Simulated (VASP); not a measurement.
Write the native input for VASP 6.6.1 that does the following.

```
Task                   : single point
Functional             : PBEsol
Potentials or basis    : VASP PAW PBE potentials, release 64 (Cu_sv_GW, Sb_d_GW, S)
Cutoff                 : 820 eV
k mesh                 : 4 × 4 × 2
Occupations            : fermi-dirac, width 0.05 eV
Spin                   : no spin polarisation
Dipole correction      : no
Further INCAR settings : ALGO = Normal; EDIFF = 1e-06; NBANDS = 63
```

The structure of CuSbS3 lies in POSCAR:

```
CuSbS3
1.0
    4.0886884812     -0.2574412750      0.9381532770
   -0.2325499364      4.9734273291      0.1950845492
    1.8739759399      0.4063985304     10.4569928765
Cu Sb S
2 2 6
Direct
   -0.0411071203     -0.2910287298     -0.0719880273
   -0.4653658903      0.0024729044      0.4951244453
    0.2117257254      0.6644904992      0.2509338590
    0.8703848848      0.4599713391      0.6589437143
   -0.1283570690      0.8799362461      0.1246092035
    0.1382196554      0.0659342235      0.3884486301
    0.5027260370      0.3550504856      0.0178756892
    0.2939010259      0.3712558448      0.8760012295
    1.0445925249     -0.0890378571      0.7201171445
    0.5717542205      0.5215724213      0.4919448965
```

One way to write it, as run:

INCAR

```
PREC     = Accurate       # precision mode
ENCUT    = 820            # plane-wave cutoff, eV
EDIFF    = 1E-6           # SCF threshold, eV
ISMEAR   = -1             # smearing method
SIGMA    = 0.05           # smearing width, eV
LREAL    = False          # projectors in reciprocal space
LASPH    = True           # aspherical terms in the spheres
NELM     = 120            # most SCF steps
ALGO     = Normal         # electronic algorithm
ISIF     = 2              # what is computed and relaxed
LWAVE    = False          # write WAVECAR
LCHARG   = False          # write CHGCAR
GGA      = PS             # functional
NBANDS   = 63             # bands
GGA_COMPAT= False
```

KPOINTS

```
regular mesh
0
Gamma
  4 4 2
```

Potentials or basis: VASP PAW PBE potentials, release 64 (Cu_sv_GW, Sb_d_GW, S).

Run with:

```bash
$ cat potpaw_PBE.64/Cu_sv_GW/POTCAR potpaw_PBE.64/Sb_d_GW/POTCAR potpaw_PBE.64/S/POTCAR > POTCAR
$ mpirun -np 1 vasp_std > vasp.out
```

It gave:

| Property | Result |
| --- | --- |
| Pressure | -0.2 GPa |
| Largest force | 0.109 eV/Å |
| Band gap on the k mesh | zero (bands 52 and 53 overlap by 0.82 eV) |

Caveat: the k points lie up to 0.41 Å⁻¹ apart, too coarse for converged energies and pressures of a metal; the PAW data sets were made with another functional, which shifts forces and pressure a little; spin-orbit coupling is left out, which moves the levels of the heavy elements.

Wall time 12 min on 1 thread of Intel(R) Xeon(R) 6975P-C (Granite Rapids), on a shared host, peak memory 0.8 GiB.
